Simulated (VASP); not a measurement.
## ZnAu: single point with r2SCAN

Crystal: ZnAu.

```
Zn Au
1.0
     3.14849    0.00000    0.00000
     0.00000    3.14849    0.00000
     0.00000    0.00000    3.14849
Zn Au
1 1
Direct
  0.50000 0.50000 0.50000
  0.00000 0.00000 0.00000
```

```yaml
Program: VASP 6.6.1
Task: single point
Functional: r2SCAN
Potentials_or_basis: VASP PAW PBE potentials, release 64 (Zn, Au)
Cutoff: 520 eV
k_mesh: 14 × 14 × 14
Occupations: gaussian, width 0.1 eV
Spin: no spin polarisation
Dipole_correction: no
Further_INCAR_settings: ALGO = Normal; EDIFF = 1e-06; NBANDS = 18
```

```yaml
Pressure: 0.3 GPa
```

Levels at points of the mesh, in eV from the Fermi level:
| k point | band 8 | band 9 | band 10 | band 11 | band 12 | band 13 | band 14 | band 15 | band 16 | band 17 |
| --- | --- | --- | --- | --- | --- | --- | --- | --- | --- | --- |
| (0.00, 0.00, 0.00) | -5.75 | -4.00 | -4.00 | -4.00 | 5.28 | 5.28 | 5.28 | 9.44 | 12.52 | 12.52 |
| (0.50, 0.00, 0.00) | -5.60 | -5.20 | -5.20 | -4.15 | -2.56 | 10.80 | 11.53 | 11.53 | 11.81 | 11.81 |
| (0.50, 0.50, 0.00) | -4.36 | -4.36 | -3.40 | -2.03 | -2.03 | 0.81 | 2.74 | 11.05 | 13.35 | 13.35 |
| (0.50, 0.50, 0.50) | -6.77 | -3.35 | -3.35 | 1.78 | 3.75 | 3.86 | 3.86 | 3.86 | 6.19 | 6.19 |

It took 3 min on 1 thread of AMD EPYC 7R43 64-Core Processor (Zen 3), on a shared host, peak memory 0.16 GiB.

Caveat: the PAW data sets were made with another functional, which shifts forces and pressure a little; spin-orbit coupling is left out, which moves the levels of the heavy elements.
